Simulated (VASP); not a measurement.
Write the native input for VASP 6.6.1 that does the following.

| Quantity | Value |
| --- | --- |
| Task | single point |
| Functional | r2SCAN |
| Potentials or basis | VASP PAW PBE potentials, release 64 (Al, Ru_pv) |
| Cutoff | 520 eV |
| k mesh | 10 × 10 × 10 |
| Occupations | fermi-dirac, width 0.1 eV |
| Spin | no spin polarisation |
| Dipole correction | no |
| Further INCAR settings | ALGO = Normal; EDIFF = 1e-06; NBANDS = 16 |

Crystal: AlRu.

```
Al Ru
1.0
     3.01796    0.00000    0.00000
     0.00000    3.01796    0.00000
     0.00000    0.00000    3.01796
Al Ru
1 1
Direct
  0.00000 0.00000 0.00000
  0.50000 0.50000 0.50000
```

One way to write it, as run:

POSCAR

```
AlRu
1.0
    3.0179590674      0.0000000000      0.0000000000
    0.0000000000      3.0179590674      0.0000000000
    0.0000000000      0.0000000000      3.0179590674
Al Ru
1 1
Direct
    0.0000000000      0.0000000000      0.0000000000
    0.5000000000      0.5000000000      0.5000000000
```

INCAR.step1

```
SYSTEM = AlRu
PREC = Accurate
ENCUT = 520
ISMEAR = -1
SIGMA = 0.1
LREAL = .False.
LASPH = .True.
NELM = 80
NBANDS = 16
GGA = PE
ALGO = Normal
EDIFF = 1E-4
LWAVE = .True.
LCHARG = .False.
```

INCAR.step2

```
SYSTEM = AlRu
PREC = Accurate
ENCUT = 520
EDIFF = 1E-6
ISMEAR = -1
SIGMA = 0.1
LREAL = .False.
LASPH = .True.
NELM = 80
ALGO = Normal
ISIF = 2
LWAVE = .False.
LCHARG = .True.
METAGGA = R2SCAN
LMIXTAU = .True.
LELF = .True.
LVHAR = .True.
NBANDS = 16
ISTART = 1
```

KPOINTS

```
Automatic mesh
0
Gamma
  10 10 10
  0 0 0
```

Potentials or basis: VASP PAW PBE potentials, release 64 (Al, Ru_pv).

Run with:

```bash
$ cat potpaw_PBE.64/Al/POTCAR potpaw_PBE.64/Ru_pv/POTCAR > POTCAR
$ cp INCAR.step1 INCAR
$ mpirun -np 1 vasp_std > vasp.out
$ cp INCAR.step2 INCAR
$ mpirun -np 1 vasp_std > vasp.out
```

It gave:

The pressure is -7.0 GPa.

Caveat: the PAW data sets were made with another functional, which shifts forces and pressure a little.

It took 120 s on 1 thread of AMD EPYC 7R43 64-Core Processor (Zen 3), with other jobs on the host, peak memory 0.12 GiB.
